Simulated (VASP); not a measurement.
# SiW4 in VASP: notebook

SiW4 is run at these levels: PBE; tasks: single point.

Program: VASP 6.6.1. These are calculated values, not measurements. Logs are shortened: lines on timing, memory, paths and dates and some standing lists are left out, and cuts for length are marked.

**1. The cell of the first run**

The cell holds a slab with vacuum, 5 atoms: a = 3.184 Å, b = 3.184 Å, c = 20.143 Å, α = 90.00°, β = 90.00°, γ = 90.00°.

**2. Single point, PBE**

INCAR

```
ALGO = Normal ; DIPOL = 0.5 0.5 0.360
EDIFF = 1E-7 ; ENCUT = 520
GGA = PE ; IDIPOL = 3
ISIF = 2 ; ISMEAR = 0
LASPH = T ; LCHARG = F
LDIPOL = T ; LREAL = F
LWAVE = F ; NBANDS = 38
NELM = 60 ; PREC = Accurate
SIGMA = 0.1
```

KPOINTS

```
k-points
0
Gamma
  8 8 1
```

POSCAR

```
SiW4
1.0
    3.1836991705      0.0000000000      0.0000000000
    0.0000000000      3.1836991705      0.0000000000
    0.0000000000      0.0000000000     20.1425770829
W Si
4 1
Direct
    0.5000000000      0.5000000000      0.1985843213
    0.0000000000      0.0000000000      0.2776134138
    0.5000000000      0.5000000000      0.3599451672
    0.0000000000      0.0000000000      0.4290700762
    0.2500000000      0.2500000000      0.5351862311
```

Potentials or basis: VASP PAW PBE potentials, release 64 (W_sv, Si).

The run is started by

```bash
$ cat potpaw_PBE.64/W_sv/POTCAR potpaw_PBE.64/Si/POTCAR > POTCAR
$ mpirun -np 1 vasp_std > vasp.out
```

OUTCAR:

```text
EDIFF = 1E-7
   ENCUT = 520
   GGA = PE
   ISIF = 2
   ISMEAR = 0
   LASPH = T
   LREAL = F
   NELM = 60
   PREC = Accurate

 ion  position               nearest neighbor table
   1  0.500  0.500  0.199-   2 2.76   2 2.76   2 2.76   2 2.76   3 3.25
   2  0.000  0.000  0.278-   1 2.76   1 2.76   1 2.76   1 2.76   3 2.80   3 2.80   3 2.80   3 2.80
                             4 3.05
   3  0.500  0.500  0.360-   4 2.65   4 2.65   4 2.65   4 2.65   2 2.80   2 2.80   2 2.80   2 2.80
                             1 3.25
   4  0.000  0.000  0.429-   5 2.42   3 2.65   3 2.65   3 2.65   3 2.65   2 3.05   5 3.30   5 3.30

   5  0.250  0.250  0.535-   4 2.42   4 3.30   4 3.30

  LATTYP: Found a simple tetragonal cell.
 ALAT       =     3.1836991705
 C/A-ratio  =     6.3267840346

  Lattice vectors:

 A1 = (   3.1836991705,   0.0000000000,   0.0000000000)
 A2 = (   0.0000000000,   3.1836991705,   0.0000000000)
 A3 = (   0.0000000000,   0.0000000000,  20.1425770829)

Analysis of symmetry for initial positions (statically):
=====================================================================
 Subroutine PRICEL returns:
 Original cell was already a primitive cell.

 Routine SETGRP: Setting up the symmetry group for a
 simple tetragonal supercell.

 Subroutine GETGRP returns: Found  2 space group operations
 (whereof  2 operations were pure point group operations)
 out of a pool of 16 trial point group operations.

The static configuration has the point symmetry C_1h.

Analysis of symmetry for dynamics (positions and initial velocities):
=====================================================================
 Subroutine PRICEL returns:
 Original cell was already a primitive cell.

 Routine SETGRP: Setting up the symmetry group for a
 simple tetragonal supercell.

 Subroutine GETGRP returns: Found  2 space group operations
 (whereof  2 operations were pure point group operations)
 out of a pool of 16 trial point group operations.

The dynamic configuration has the point symmetry C_1h.

 Subroutine INISYM returns: Found  2 space group operations
 (whereof  2 operations are pure point group operations),
 and found     1 'primitive' translations

----------------------------------------------------------------------------------------

                                     Primitive cell

  volume of cell :     204.1640
[... 96 lines left out ...]
   NFREE  =      0    steps in history (QN), initial steepest desc. (CG)
   ISIF   =      2    stress and relaxation
   ISYM   =      2    0-nonsym 1-usesym 2-fastsym
   POTIM  = 0.5000    time-step for ionic-motion
   TEBEG  =    0.0;   TEEND  =   0.0 temperature during run
   PSTRESS=    0.0 pullay stress
   NELECT =      60.0000    total number of electrons
   NUPDOWN=      -1.0000    fix difference up-down
   EMIN   =  10.00;   EMAX   =-10.00  energy-range for DOS
   EFERMI =   0.00;   METHOD = LEGACY
   ISMEAR =     0;   SIGMA  =   0.10  broadening in eV -4-tet -1-fermi 0-gaus
   EFERMI_NEDOS =   21; number of points for ismear=-14 and -15
   IALGO  =     38    algorithm
   IMIX   =      4    mixing-type and parameters
     AMIX     =   0.40;   BMIX     =  1.00
     AMIX_MAG =   1.60;   BMIX_MAG =  1.00
  volume/ion in A,a.u.               =      40.83       275.55
  Fermi-wavevector in a.u.,A,eV,Ry     =   1.088426  2.056827 16.118428  1.184671
  Thomas-Fermi vector in A             =   2.224607
   LORBIT       =      0    0 simple, 1 ext, 2 COOP (PROOUT), +10 PAW based schemes
   GGA     = PE    functional components
   LHFCALC =     F    Hartree Fock is set to
   AEXX    =    0.0000 exact exchange contribution
   IVDW    =     0    specifies the selected vdW correction
   LEPSILON=     F    determine dielectric tensor
   LRPA    =     F    only Hartree local field effects (RPA)
 non-spin polarized calculation
 Gauss-broadening in eV      SIGMA  =   0.10
  energy-cutoff  :      520.00
  volume of cell :      204.16
 maximum number of plane-waves:      5576
   NGX = 11   NGY = 11   NGZ = 75

 dipolmoment           0.000000      0.000000     -0.028591 electrons x Angstroem

 number of electron      59.9999991 magnetization

 dipolmoment           0.000000      0.000000      0.055229 electrons x Angstroem

 Free energy of the ion-electron system (eV)
  ---------------------------------------------------
  ext. energy  EPLUGINS =         0.00000000
  ---------------------------------------------------
  free energy    TOTEN  =       -51.98297977 eV

  energy without entropy =      -51.94765182  energy(sigma->0) =      -51.96531579

 E-fermi :   1.3473     XC(G=0):  -6.3486

 val. band max:        1.2942199509   @ k =   0.0000   0.0000   0.0000
 cond. band min:       1.3714112363   @ k =   0.3750   0.2500   0.0000
 fundamental gap:      0.0771912854
 Fermi energy:         1.3472625425

 k-point     1 :       0.0000    0.0000    0.0000
  band No.  band energies     occupation
      1     -72.5542      2.00000
      2     -72.4519      2.00000
      3     -72.3289      2.00000
      4     -72.0251      2.00000
      5     -36.9950      2.00000
      6     -36.8748      2.00000
[... 850 lines left out ...]
     37       4.7594      0.00000
     38       4.8052      0.00000

------------------------ aborting loop because EDIFF is reached ----------------------------------------

 vacuum level on the upper side and lower side of the slab       (xc-potential included)         0.320        -0.667

  FORCE on cell =-STRESS in cart. coord.  units (eV):
  Direction    XX          YY          ZZ          XY          YZ          ZX
  --------------------------------------------------------------------------------------
  -------------------------------------------------------------------------------------
  Total       -6.2695303     -6.2695303     -1.7957130      1.0390252      1.4346193      1.4346195
  in kB      -49.2001587    -49.2001587    -14.0918635      8.1537534     11.2581795     11.2581809
  external PRESSURE =     -37.4973936 kB  Pullay stress =       0.0000000 kB

 VOLUME and BASIS-vectors are now :
 -----------------------------------------------------------------------------
  energy-cutoff  :      520.00
  volume of cell :      204.16
      direct lattice vectors                 reciprocal lattice vectors
     3.183699171  0.000000000  0.000000000     0.314100028  0.000000000  0.000000000
     0.000000000  3.183699171  0.000000000     0.000000000  0.314100028  0.000000000
     0.000000000  0.000000000 20.142577083     0.000000000  0.000000000  0.049646080

 POSITION                                       TOTAL-FORCE (eV/Angst)
 -----------------------------------------------------------------------------------
      1.59185      1.59185      4.00000         0.010117      0.010117      2.030752
      0.00000      0.00000      5.59185         0.086330      0.086330     -2.022176
      1.59185      1.59185      7.25022        -0.315684     -0.315684     -1.068089
      0.00000      0.00000      8.64258        -0.391476     -0.391476      1.048667
      0.79592      0.79592     10.78003         0.610713      0.610713      0.010846
 -----------------------------------------------------------------------------------
    total drift:                               -0.000047     -0.000047     -0.000271

  FREE ENERGIE OF THE ION-ELECTRON SYSTEM (eV)
  ---------------------------------------------------
  free  energy   TOTEN  =       -51.9829797693 eV

  energy  without entropy=      -51.9476518179  energy(sigma->0) =      -51.96531579

 vacuum level on the upper side and lower side of the slab         6.349         5.326
```

OSZICAR:

```text
N       E                     dE             d eps       ncg     rms          rms(c)
DAV:   1     0.680277007684E+03    0.68028E+03   -0.36526E+04  1932   0.149E+03
DAV:   2    -0.260710776735E+02   -0.70635E+03   -0.69296E+03  1840   0.455E+02
DAV:   3    -0.549005495317E+02   -0.28829E+02   -0.27728E+02  2012   0.921E+01
[... 30 lines left out ...]
DAV:  34    -0.519829779148E+02   -0.30909E-05   -0.41760E-06  1776   0.130E-02    0.735E-03
DAV:  35    -0.519829787659E+02   -0.85110E-06   -0.14584E-06  1996   0.612E-03    0.212E-03
DAV:  36    -0.519829793148E+02   -0.54891E-06   -0.16143E-07  1438   0.192E-03    0.297E-03
DAV:  37    -0.519829797544E+02   -0.43964E-06   -0.53983E-08  1132   0.103E-03    0.224E-03
DAV:  38    -0.519829797693E+02   -0.14885E-07   -0.38650E-08  1160   0.126E-03
   1 F= -.51982980E+02 E0= -.51965316E+02  d E =-.353280E-01
```

Wall time 2.5 min (1 thread of Intel Xeon 6975P-C (Granite Rapids), shared host); peak memory 0.35 GiB.

What came out:

| Item | Value |
| --- | --- |
| Free energy | -51.9830 eV |
| Largest force | 2.031 eV/Å |
| Band gap on the k mesh | zero (band 30 reaches 2.31 eV, above the bottom of band 31 at 1.19 eV) |

Forces on the atoms (eV/Å):
```
W    0.010  0.010  2.031
W    0.086  0.086 -2.022
W   -0.316 -0.316 -1.068
W   -0.391 -0.391  1.049
Si   0.611  0.611  0.011
```

Caveat: spin-orbit coupling is left out, which moves the levels of the heavy elements.

**3. Single point, PBE**

INCAR

```
  PREC = Accurate
  ENCUT = 520
  EDIFF = 1E-6
  ISMEAR = 0
  SIGMA = 0.1
  LREAL = False
  LASPH = True
  NELM = 100
  ALGO = Normal
  ISIF = 2
  LWAVE = False
  LCHARG = True
  LDIPOL = True
  IDIPOL = 3
  DIPOL = 0.5 0.5 0.362
  GGA = PE
  LELF = True
  LVHAR = True
  LVACPOTAV = True
  NBANDS = 38
```

KPOINTS

```
regular mesh
0
Gamma
  8 8 1
```

Changes to POSCAR since step 2:

```diff
@@ -12,2 +12,2 @@
     0.0000000000      0.0000000000      0.4290700762
-    0.2500000000      0.2500000000      0.5351862311
+    0.1250000000      0.1250000000      0.5466118004
```

Potentials or basis: VASP PAW PBE potentials, release 64 (W_sv, Si).

The run is started by

```bash
$ cat potpaw_PBE.64/W_sv/POTCAR potpaw_PBE.64/Si/POTCAR > POTCAR
$ mpirun -np 1 vasp_std > vasp.out
```

OUTCAR:

```text
PREC = Accurate
   ENCUT = 520
   EDIFF = 1E-6
   ISMEAR = 0
   LREAL = False
   LASPH = True
   NELM = 100
   ISIF = 2
   GGA = PE

 ion  position               nearest neighbor table
   1  0.500  0.500  0.199-   2 2.76   2 2.76   2 2.76   2 2.76   3 3.25
   2  0.000  0.000  0.278-   1 2.76   1 2.76   1 2.76   1 2.76   3 2.80   3 2.80   3 2.80   3 2.80
                             4 3.05
   3  0.500  0.500  0.360-   4 2.65   4 2.65   4 2.65   4 2.65   2 2.80   2 2.80   2 2.80   2 2.80
                             1 3.25
   4  0.000  0.000  0.429-   5 2.43   3 2.65   3 2.65   3 2.65   3 2.65   2 3.05
   5  0.125  0.125  0.547-   4 2.43

  LATTYP: Found a simple tetragonal cell.
 ALAT       =     3.1836991705
 C/A-ratio  =     6.3267840346
[... 1061 lines left out ...]
  Total       -6.7865856     -6.7865856     -1.5740743      0.3197027      0.8584069      0.8584068
  in kB      -53.2577519    -53.2577519    -12.3525528      2.5088679      6.7363509      6.7363498
  external PRESSURE =     -39.6226855 kB  Pullay stress =       0.0000000 kB

 VOLUME and BASIS-vectors are now :
 -----------------------------------------------------------------------------
  energy-cutoff  :      520.00
  volume of cell :      204.16
      direct lattice vectors                 reciprocal lattice vectors
     3.183699171  0.000000000  0.000000000     0.314100028  0.000000000  0.000000000
     0.000000000  3.183699171  0.000000000     0.000000000  0.314100028  0.000000000
     0.000000000  0.000000000 20.142577083     0.000000000  0.000000000  0.049646080

 POSITION                                       TOTAL-FORCE (eV/Angst)
 -----------------------------------------------------------------------------------
      1.59185      1.59185      4.00000        -0.002077     -0.002077      2.073586
      0.00000      0.00000      5.59185         0.066180      0.066180     -2.194425
      1.59185      1.59185      7.25022        -0.159748     -0.159748     -0.962751
      0.00000      0.00000      8.64258        -0.254186     -0.254186      1.056017
      0.39796      0.39796     11.01017         0.349831      0.349831      0.027573
 -----------------------------------------------------------------------------------
    total drift:                               -0.000003     -0.000003     -0.000118

  FREE ENERGIE OF THE ION-ELECTRON SYSTEM (eV)
  ---------------------------------------------------
  free  energy   TOTEN  =       -51.6078915826 eV

  energy  without entropy=      -51.5738423571  energy(sigma->0) =      -51.59086697

 vacuum level on the upper side and lower side of the slab         6.529         5.467
```

OSZICAR:

```text
N       E                     dE             d eps       ncg     rms          rms(c)
DAV:   1     0.678575536313E+03    0.67858E+03   -0.36493E+04  1932   0.149E+03
DAV:   2    -0.261962122804E+02   -0.70477E+03   -0.69181E+03  1862   0.455E+02
DAV:   3    -0.544719264007E+02   -0.28276E+02   -0.27087E+02  1992   0.916E+01
[... 21 lines left out ...]
DAV:  25    -0.516078694709E+02   -0.52256E-04   -0.40166E-06  1436   0.969E-03    0.436E-03
DAV:  26    -0.516078816803E+02   -0.12209E-04   -0.86762E-07  1202   0.906E-03    0.161E-03
DAV:  27    -0.516078894957E+02   -0.78154E-05   -0.48116E-07  1174   0.314E-03    0.148E-03
DAV:  28    -0.516078910010E+02   -0.15053E-05   -0.17658E-07  1118   0.329E-03    0.550E-04
DAV:  29    -0.516078915826E+02   -0.58159E-06   -0.72889E-08  1080   0.136E-03
   1 F= -.51607892E+02 E0= -.51590867E+02  d E =-.340492E-01
```

It took 1.9 min on 1 thread of Intel Xeon 6975P-C (Granite Rapids), shared host; peak memory 0.34 GiB.

Results:

* Free energy: -51.6079 eV
* Largest force: 2.196 eV/Å
* Band gap on the k mesh: zero (band 30 reaches 2.28 eV, above the bottom of band 31 at 1.19 eV)

Forces on the atoms (eV/Å):
```
W   -0.002 -0.002  2.074
W    0.066  0.066 -2.194
W   -0.160 -0.160 -0.963
W   -0.254 -0.254  1.056
Si   0.350  0.350  0.028
```

Caveat: spin-orbit coupling is left out, which moves the levels of the heavy elements.

**4. Single point, PBE**

INCAR

```
SYSTEM = SiW4
PREC = Accurate ; ENCUT = 520
EDIFF = 1E-7 ; ISMEAR = 0
SIGMA = 0.1 ; LREAL = .FALSE.
LASPH = .TRUE. ; NELM = 80
ALGO = Normal ; ISIF = 2
LWAVE = .FALSE. ; LCHARG = .TRUE.
LDIPOL = .TRUE. ; IDIPOL = 3
DIPOL = 0.5 0.5 0.355 ; GGA = PE
LELF = .TRUE. ; LVHAR = .TRUE.
LVACPOTAV = .TRUE. ; NBANDS = 38
```

KPOINTS

```
regular mesh
0
G
  8 8 1
  0 0 0
```

Changes to POSCAR since step 3:

```diff
@@ -12,2 +12,2 @@
     0.0000000000      0.0000000000      0.4290700762
-    0.1250000000      0.1250000000      0.5466118004
+    0.3750000000      0.3750000000      0.5110233044
```

The run is started by

```bash
$ cat potpaw_PBE.64/W_sv/POTCAR potpaw_PBE.64/Si/POTCAR > POTCAR
$ mpirun -np 1 vasp_std > vasp.out
```

Wall time 2 min (1 thread of Intel Xeon 6975P-C (Granite Rapids), shared host); peak memory 0.34 GiB.

It converged, with:

| Property | Result |
| --- | --- |
| Free energy | -52.7222 eV |
| Largest force | 2.199 eV/Å |
| Band gap on the k mesh | zero (band 30 reaches 2.24 eV, above the bottom of band 31 at 1.35 eV) |

Forces in eV/Å, atoms in the order of the input:
```
W    0.036  0.036  2.118
W    0.025  0.025 -2.112
W   -0.231 -0.231 -1.234
W   -1.294 -1.294  1.221
Si   1.464  1.464  0.007
```

Levels at points of the mesh, in eV from the Fermi level:
| k point | band 26 | band 27 | band 28 | band 29 | band 30 | band 31 | band 32 | band 33 | band 34 | band 35 |
| --- | --- | --- | --- | --- | --- | --- | --- | --- | --- | --- |
| (0.00, 0.00, 0.00) | -0.84 | -0.82 | -0.60 | -0.39 | -0.29 | 0.26 | 0.73 | 0.77 | 0.94 | 1.28 |
| (0.50, 0.00, 0.00) | -1.84 | -1.16 | -0.65 | -0.49 | -0.26 | 0.50 | 0.69 | 1.33 | 1.94 | 2.31 |
| (0.50, 0.50, 0.00) | -2.16 | -1.26 | -0.69 | -0.68 | 0.70 | 1.93 | 2.07 | 2.10 | 2.61 | 2.72 |

Caveat: spin-orbit coupling is left out, which moves the levels of the heavy elements.
